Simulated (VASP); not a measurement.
# Cu (P6_3/mmc) in VASP: further runs

The runs below take Cu through single point, with PBE.

All numbers are computed with VASP 6.6.1; they aren't measurements. Logs are shortened: lines on timing, memory, paths and dates and some standing lists are left out, and cuts for length are marked.

### Step 1. The cell of the first run

Symmetry: P6_3/mmc, No. 194, hexagonal system. The conventional cell has a = 2.275 Å, b = 2.275 Å, c = 3.737 Å, α = 90.00°, β = 90.00°, γ = 120.00°. Within 3.0 Å of Cu (site symmetry -6m2) lie 12 Cu at 2.28 Å.

This isn't the form of Cu at room conditions, which is fcc.

### Step 2. Single point, PBE

File INCAR:

```
PREC = Accurate ; ENCUT = 520
EDIFF = 1E-6 ; ISMEAR = -1
SIGMA = 0.05 ; LREAL = False
LASPH = True ; NELM = 80
ALGO = Normal ; ISIF = 2
LWAVE = False ; LCHARG = False
GGA = PE ; NBANDS = 18
```

File KPOINTS:

```
regular mesh
0
Gamma
  19 19 10
```

File POSCAR:

```
Cu
1.0
    2.2750943413      0.0000000000      0.0000000000
   -1.1375471706      1.9702894956      0.0000000000
    0.0000000000      0.0000000000      3.7372139516
Cu
2
Direct
    0.3333333333      0.6666666667      0.2500000000
    0.6666666667      0.3333333333      0.7500000000
```

Potentials or basis: VASP PAW PBE potentials, release 64 (Cu).

Command:

```console
> cat potpaw_PBE.64/Cu/POTCAR > POTCAR
> mpirun -np 1 vasp_std > vasp.out
```

OUTCAR:

```text
PREC = Accurate
   ENCUT = 520
   EDIFF = 1E-6
   ISMEAR = -1
   LREAL = False
   LASPH = True
   NELM = 80
   ISIF = 2
   GGA = PE

 ion  position               nearest neighbor table
   1  0.333  0.667  0.250-   2 2.28   2 2.28   2 2.28   2 2.28   2 2.28   2 2.28
   2  0.667  0.333  0.750-   1 2.28   1 2.28   1 2.28   1 2.28   1 2.28   1 2.28

  LATTYP: Found a hexagonal cell.
 ALAT       =     2.2750943413
 C/A-ratio  =     1.6426632882

  Lattice vectors:

 A1 = (   2.2750943413,   0.0000000000,   0.0000000000)
 A2 = (  -1.1375471706,   1.9702894956,   0.0000000000)
 A3 = (   0.0000000000,   0.0000000000,   3.7372139516)

Analysis of symmetry for initial positions (statically):
=====================================================================
 Subroutine PRICEL returns:
 Original cell was already a primitive cell.

 Routine SETGRP: Setting up the symmetry group for a
 hexagonal supercell.

 Subroutine GETGRP returns: Found 24 space group operations
 (whereof 12 operations were pure point group operations)
 out of a pool of 24 trial point group operations.

The static configuration has the point symmetry D_3d.
 The point group associated with its full space group is D_6h.

Analysis of symmetry for dynamics (positions and initial velocities):
=====================================================================
 Subroutine PRICEL returns:
 Original cell was already a primitive cell.

 Routine SETGRP: Setting up the symmetry group for a
 hexagonal supercell.

 Subroutine GETGRP returns: Found 24 space group operations
 (whereof 12 operations were pure point group operations)
 out of a pool of 24 trial point group operations.

The dynamic configuration has the point symmetry D_3d.
 The point group associated with its full space group is D_6h.

 Subroutine INISYM returns: Found 24 space group operations
 (whereof 12 operations are pure point group operations),
 and found     1 'primitive' translations

----------------------------------------------------------------------------------------

                                     Primitive cell

  volume of cell :      16.7524

  direct lattice vectors                    reciprocal lattice vectors
     2.275094341  0.000000000  0.000000000     0.439542212  0.253769815  0.000000000
    -1.137547171  1.970289496  0.000000000     0.000000000  0.507539629  0.000000000
     0.000000000  0.000000000  3.737213952     0.000000000  0.000000000  0.267579008

  length of vectors
     2.275094341  2.275094341  3.737213952     0.507539629  0.507539629  0.267579008

  position of ions in fractional coordinates (direct lattice)
     0.333333333  0.666666667  0.250000000
     0.666666667  0.333333333  0.750000000

  ion indices of the primitive-cell ions
   primitive index   ion index
                 1           1
                 2           2

----------------------------------------------------------------------------------------

 KPOINTS: regular mesh

Automatic generation of k-mesh.
 Grid dimensions read from file:
 generate k-points for:   19   19   10

 Generating k-lattice:

  Cartesian coordinates                     Fractional coordinates (reciprocal lattice)
     0.023133801  0.013356306  0.000000000     0.052631579  0.000000000  0.000000000
     0.000000000  0.026712612  0.000000000     0.000000000  0.052631579  0.000000000
     0.000000000  0.000000000  0.026757901     0.000000000  0.000000000  0.100000000

  Length of vectors
     0.026712612  0.026712612  0.026757901

  Shift w.r.t. Gamma in fractional coordinates (k-lattice)
     0.000000000  0.000000000  0.000000000

 Subroutine IBZKPT returns following result:
 ===========================================

 Found    240 irreducible k-points:

 Following reciprocal coordinates:
            Coordinates               Weight
  0.000000  0.000000  0.000000      1.000000
  0.052632 -0.000000  0.000000      6.000000
  0.105263 -0.000000  0.000000      6.000000
  0.157895 -0.000000  0.000000      6.000000
  0.210526  0.000000  0.000000      6.000000
  0.263158  0.000000  0.000000      6.000000
[... 16 lines left out ...]
  0.263158  0.105263  0.000000     12.000000
  0.315789  0.105263  0.000000     12.000000
 [... further k-points ...]
   k-points           NKPTS =    240   k-points in BZ     NKDIM =    240   number of bands    NBANDS=     18
   number of dos      NEDOS =    301   number of ions     NIONS =      2
   total plane-waves  NPLWV =   9072
   dimension x,y,z NGX =    18 NGY =   18 NGZ =   28
   dimension x,y,z NGXF=    36 NGYF=   36 NGZF=   56
   ions per type =               2
   NGX,Y,Z   is equivalent  to a cutoff of  13.15, 13.15, 12.46 a.u.
   NGXF,Y,Z  is equivalent  to a cutoff of  26.31, 26.31, 24.91 a.u.
 SYSTEM =  unknown system
   PREC   = accura    normal or accurate (medium, high low for compatibility)
   ISTART =      0    job   : 0-new  1-cont  2-samecut
   ICHARG =      2    charge: 1-file 2-atom 10-const
   ISPIN  =      1    spin polarized calculation?
   LNONCOLLINEAR =      F non collinear calculations
   LSORBIT =      F    spin-orbit coupling
   LASPH  =      T    aspherical Exc in radial PAW
   ENCUT  =  520.0 eV  38.22 Ry    6.18 a.u.   4.23  4.23  6.95*2*pi/ulx,y,z
   NELM   =     80;   NELMIN=  2; NELMDL= -5     # of ELM steps
   EDIFF  = 0.1E-05   stopping-criterion for ELM
   LREAL  =      F    real-space projection
   EDIFFG = 0.1E-04   stopping-criterion for IOM
   NSW    =      0    number of steps for IOM
   IBRION =     -1    ionic relax: 0-MD 1-quasi-New 2-CG
   NFREE  =      0    steps in history (QN), initial steepest desc. (CG)
   ISIF   =      2    stress and relaxation
   ISYM   =      2    0-nonsym 1-usesym 2-fastsym
   POTIM  = 0.5000    time-step for ionic-motion
   TEBEG  =    0.0;   TEEND  =   0.0 temperature during run
   PSTRESS=    0.0 pullay stress
   NELECT =      22.0000    total number of electrons
   NUPDOWN=      -1.0000    fix difference up-down
   EMIN   =  10.00;   EMAX   =-10.00  energy-range for DOS
   EFERMI =   0.00;   METHOD = LEGACY
   ISMEAR =    -1;   SIGMA  =   0.05  broadening in eV -4-tet -1-fermi 0-gaus
   EFERMI_NEDOS =   21; number of points for ismear=-14 and -15
   IALGO  =     38    algorithm
   IMIX   =      4    mixing-type and parameters
     AMIX     =   0.40;   BMIX     =  1.00
     AMIX_MAG =   1.60;   BMIX_MAG =  1.00
  volume/ion in A,a.u.               =       8.38        56.53
  Fermi-wavevector in a.u.,A,eV,Ry     =   1.792765  3.387834 43.729189  3.214005
  Thomas-Fermi vector in A             =   2.855062
   LORBIT       =      0    0 simple, 1 ext, 2 COOP (PROOUT), +10 PAW based schemes
   GGA     = PE    functional components
   LHFCALC =     F    Hartree Fock is set to
   AEXX    =    0.0000 exact exchange contribution
   IVDW    =     0    specifies the selected vdW correction
   LEPSILON=     F    determine dielectric tensor
   LRPA    =     F    only Hartree local field effects (RPA)
 non-spin polarized calculation
  energy-cutoff  :      520.00
  volume of cell :       16.75
 maximum number of plane-waves:       470
 NGX is ok and might be reduce to    18
   NGX =  9   NGY =  9   NGZ = 13

 number of electron      22.0000049 magnetization

 Free energy of the ion-electron system (eV)
  ---------------------------------------------------
  ext. energy  EPLUGINS =         0.00000000
  ---------------------------------------------------
  free energy    TOTEN  =        -5.49837190 eV

  energy without entropy =       -5.49493137  energy(sigma->0) =       -5.49665163

 E-fermi :  12.8514     XC(G=0): -14.8538

 val. band max:       12.8446147289   @ k =   0.4211   0.0526   0.5000
 cond. band min:      12.8562165187   @ k =   0.1579   0.0526   0.2000
 fundamental gap:      0.0116017898
 Fermi energy:        12.8514430041

 k-point     1 :       0.0000    0.0000    0.0000
  band No.  band energies     occupation
      1       0.4196      2.00000
      2       5.2441      2.00000
      3       8.3173      2.00000
      4       8.4365      2.00000
      5       8.4365      2.00000
      6       8.7930      2.00000
[... 10 lines left out ...]
     17      40.4665      0.00000
     18      40.4666      0.00000

 k-point     2 :       0.0526   -0.0000    0.0000
  band No.  band energies     occupation
      1       0.5359      2.00000
      2       5.3180      2.00000
      3       8.2211      2.00000
      4       8.4912      2.00000
      5       8.5161      2.00000
      6       8.7633      2.00000
[... 10 lines left out ...]
     17      40.2523      0.00000
     18      41.2087      0.00000

 k-point     3 :       0.1053   -0.0000    0.0000
  band No.  band energies     occupation
      1       0.8804      2.00000
      2       5.5264      2.00000
      3       8.0458      2.00000
      4       8.6090      2.00000
      5       8.6517      2.00000
      6       8.7264      2.00000
[... 10 lines left out ...]
     17      40.2535      0.00000
     18      41.9696      0.00000

 k-point     4 :       0.1579   -0.0000    0.0000
  band No.  band energies     occupation
      1       1.4388      2.00000
      2       5.8249      2.00000
      3       7.8389      2.00000
      4       8.1046      2.00000
      5       8.5159      2.00000
      6       8.8971      2.00000
[... 375 lines left out ...]
      4       7.3462      2.00000
      5       8.3928      2.00000
      6       8.4576      2.00000
[... 10 lines left out ...]
     17      36.1172      0.00000
     18      37.0927      0.00000

 k-point    23 :       0.2632    0.1053    0.0000
  band No.  band energies     occupation
      1       4.2700      2.00000
      2       6.4146      2.00000
      3       6.6630      2.00000
      4       7.3686      2.00000
      5       8.3351      2.00000
      6       8.4742      2.00000
[... 10 lines left out ...]
     17      33.8256      0.00000
     18      36.2653      0.00000

 k-point    24 :       0.3158    0.1053    0.0000
  band No.  band energies     occupation
      1       5.0727      2.00000
      2       6.2637      2.00000
      3       6.4197      2.00000
      4       7.5068      2.00000
      5       8.2585      2.00000
      6       8.6315      2.00000
[... 10 lines left out ...]
     17      31.6031      0.00000
     18      35.6267      0.00000

 [... further k-points ...]

------------------------ aborting loop because EDIFF is reached ----------------------------------------

  FORCE on cell =-STRESS in cart. coord.  units (eV):
  Direction    XX          YY          ZZ          XY          YZ          ZX
  --------------------------------------------------------------------------------------
  -------------------------------------------------------------------------------------
  Total       12.7748128     12.7748128     12.7746137      0.0000000      0.0000000      0.0000000
  in kB     1221.7650937   1221.7650938   1221.7460488      0.0000000      0.0000000      0.0000000
  external PRESSURE =    1221.7587454 kB  Pullay stress =       0.0000000 kB

 VOLUME and BASIS-vectors are now :
 -----------------------------------------------------------------------------
  energy-cutoff  :      520.00
  volume of cell :       16.75
      direct lattice vectors                 reciprocal lattice vectors
     2.275094341  0.000000000  0.000000000     0.439542212  0.253769815  0.000000000
    -1.137547171  1.970289496  0.000000000     0.000000000  0.507539629  0.000000000
     0.000000000  0.000000000  3.737213952     0.000000000  0.000000000  0.267579008

 POSITION                                       TOTAL-FORCE (eV/Angst)
 -----------------------------------------------------------------------------------
     -0.00000      1.31353      0.93430         0.000000     -0.000000      0.000000
      1.13755      0.65676      2.80291        -0.000000      0.000000      0.000000
 -----------------------------------------------------------------------------------
    total drift:                                0.000000     -0.000000     -0.000000

  FREE ENERGIE OF THE ION-ELECTRON SYSTEM (eV)
  ---------------------------------------------------
  free  energy   TOTEN  =        -5.4983719001 eV

  energy  without entropy=       -5.4949313695  energy(sigma->0) =       -5.49665163
```

Run time: 84 s. Hardware: 1 thread of Intel Xeon 8259CL, shared host; peak memory 0.18 GiB.

Results:

```yaml
Free_energy: -5.4984 eV
Pressure: 122.2 GPa
Band_gap_on_the_k_mesh: zero (bands 11 and 12 overlap by 7.29 eV)
```

Caveat: the cell stands under pressure.

### Step 3. Single point, PBE (8.38 Å³/atom)

File INCAR:

```
ALGO = Normal
EDIFF = 1E-7
ENCUT = 520
GGA = PE
ISIF = 2
ISMEAR = -1
LASPH = True
LCHARG = False
LREAL = False
LWAVE = False
NBANDS = 18
NELM = 60
PREC = Accurate
SIGMA = 0.05
```

File KPOINTS:

```
k-points
0
Gamma
  19 19 10
```

Edit POSCAR of step 2 so:

```diff
@@ -2,3 +2,3 @@
 1.0
-    2.2750943413      0.0000000000      0.0000000000
+    2.2750943414      0.0000000000      0.0000000000
    -1.1375471706      1.9702894956      0.0000000000
```

Potentials or basis: VASP PAW PBE potentials, release 64 (Cu).

Command:

```console
> cat potpaw_PBE.64/Cu/POTCAR > POTCAR
> mpirun -np 1 vasp_std > vasp.out
```

Run time: 1.8 min. Hardware: 1 thread of Intel Xeon 8259CL, shared host; peak memory 0.17 GiB.

It converged, with:

```yaml
Free_energy: -5.4984 eV
Pressure: 122.2 GPa
Band_gap_on_the_k_mesh: zero (bands 11 and 12 overlap by 7.29 eV)
```

Levels at points of the mesh, in eV from the Fermi level:
| k point | band 8 | band 9 | band 10 | band 11 | band 12 | band 13 | band 14 | band 15 |
| --- | --- | --- | --- | --- | --- | --- | --- | --- |
| (0.00, 0.00, 0.00) | -3.54 | -3.54 | -2.31 | -2.31 | -2.31 | 5.65 | 23.97 | 27.35 |
| (0.00, 0.00, 0.50) | -4.47 | -2.68 | -2.68 | -2.68 | -2.68 | 15.38 | 15.38 | 24.85 |

Caveat: the cell stands under pressure.

### Step 4. Single point, PBE (8.38 Å³/atom)

File INCAR:

```
SYSTEM = Cu
PREC = Accurate
ENCUT = 520
EDIFF = 1E-7
ISMEAR = -1
SIGMA = 0.05
LREAL = .FALSE.
LASPH = .TRUE.
NELM = 60
ALGO = Normal
ISIF = 2
LWAVE = .FALSE.
LCHARG = .FALSE.
GGA = PE
NBANDS = 18
```

File KPOINTS:

```
regular mesh
0
G
  19 19 10
  0 0 0
```

POSCAR is that of step 3.

Potentials or basis: VASP PAW PBE potentials, release 64 (Cu).

Command:

```console
> cat potpaw_PBE.64/Cu/POTCAR > POTCAR
> mpirun -np 1 vasp_std > vasp.out
```

OUTCAR:

```text
SYSTEM = Cu
   PREC = Accurate
   ENCUT = 520
   EDIFF = 1E-7
   ISMEAR = -1
   LREAL = .FALSE.
   LASPH = .TRUE.
   NELM = 60
   ISIF = 2
   GGA = PE

 ion  position               nearest neighbor table
   1  0.333  0.667  0.250-   2 2.28   2 2.28   2 2.28   2 2.28   2 2.28   2 2.28
   2  0.667  0.333  0.750-   1 2.28   1 2.28   1 2.28   1 2.28   1 2.28   1 2.28

  LATTYP: Found a hexagonal cell.
 ALAT       =     2.2750943414
 C/A-ratio  =     1.6426632881

  Lattice vectors:

[... 692 lines left out ...]

------------------------ aborting loop because EDIFF is reached ----------------------------------------

  FORCE on cell =-STRESS in cart. coord.  units (eV):
  Direction    XX          YY          ZZ          XY          YZ          ZX
  --------------------------------------------------------------------------------------
  -------------------------------------------------------------------------------------
  Total       12.7791570     12.7791570     12.7786269      0.0000000      0.0000000      0.0000000
  in kB     1222.1805646   1222.1805645   1222.1298733      0.0000001      0.0000000      0.0000000
  external PRESSURE =    1222.1636675 kB  Pullay stress =       0.0000000 kB

 VOLUME and BASIS-vectors are now :
 -----------------------------------------------------------------------------
  energy-cutoff  :      520.00
  volume of cell :       16.75
      direct lattice vectors                 reciprocal lattice vectors
     2.275094341  0.000000000  0.000000000     0.439542212  0.253769815  0.000000000
    -1.137547171  1.970289496  0.000000000     0.000000000  0.507539629  0.000000000
     0.000000000  0.000000000  3.737213952     0.000000000  0.000000000  0.267579008

 POSITION                                       TOTAL-FORCE (eV/Angst)
 -----------------------------------------------------------------------------------
     -0.00000      1.31353      0.93430        -0.000000     -0.000000      0.000000
      1.13755      0.65676      2.80291         0.000000      0.000000      0.000000
 -----------------------------------------------------------------------------------
    total drift:                               -0.000000      0.000000     -0.000000

  FREE ENERGIE OF THE ION-ELECTRON SYSTEM (eV)
  ---------------------------------------------------
  free  energy   TOTEN  =        -5.4983712713 eV

  energy  without entropy=       -5.4949307435  energy(sigma->0) =       -5.49665101
```

OSZICAR:

```text
N       E                     dE             d eps       ncg     rms          rms(c)
DAV:   1     0.116789214526E+03    0.11679E+03   -0.10443E+04  9824   0.241E+03
DAV:   2    -0.104262461151E+01   -0.11783E+03   -0.11183E+03  8658   0.302E+02
DAV:   3    -0.729663553505E+01   -0.62540E+01   -0.60909E+01  9402   0.880E+01
DAV:   4    -0.735717206148E+01   -0.60537E-01   -0.60501E-01  9888   0.926E+00
DAV:   5    -0.735790717839E+01   -0.73512E-03   -0.73509E-03 10316   0.944E-01    0.109E+01
DAV:   6    -0.579491120977E+01    0.15630E+01   -0.63092E+00  9168   0.807E+01    0.210E+00
DAV:   7    -0.555186845798E+01    0.24304E+00   -0.75354E-01 10162   0.252E+01    0.127E+00
DAV:   8    -0.549986770301E+01    0.52001E-01   -0.80183E-03 14172   0.199E+00    0.242E-01
DAV:   9    -0.549834207016E+01    0.15256E-02   -0.81360E-04 14568   0.854E-01    0.206E-02
DAV:  10    -0.549837268957E+01   -0.30619E-04   -0.44751E-05  9698   0.779E-02    0.654E-03
DAV:  11    -0.549837192085E+01    0.76872E-06   -0.10982E-06 12310   0.158E-02    0.188E-03
DAV:  12    -0.549837122801E+01    0.69284E-06   -0.42963E-08  5412   0.581E-03    0.314E-04
DAV:  13    -0.549837127128E+01   -0.43267E-07   -0.43279E-09  4980   0.116E-03
   1 F= -.54983713E+01 E0= -.54966510E+01  d E =-.344053E-02
```

stdout:

```text
POSCAR found type information on POSCAR Cu
 POSCAR found :  1 types and       2 ions
 scaLAPACK will be used
 LDA part: xc-table for (Slater+PW92), standard interpolation
 POSCAR, INCAR and KPOINTS ok, starting setup
 FFT: planning ... GRIDC
 FFT: planning ... GRID_SOFT
 FFT: planning ... GRID
 WAVECAR not read
 entering main loop
```

It took 1.7 min on 1 thread of Intel Xeon 8259CL, shared host; peak memory 0.18 GiB.

What came out:

```yaml
Free_energy: -5.4984 eV
Pressure: 122.2 GPa
Band_gap_on_the_k_mesh: zero (bands 11 and 12 overlap by 7.29 eV)
```

Caveat: the cell stands under pressure.
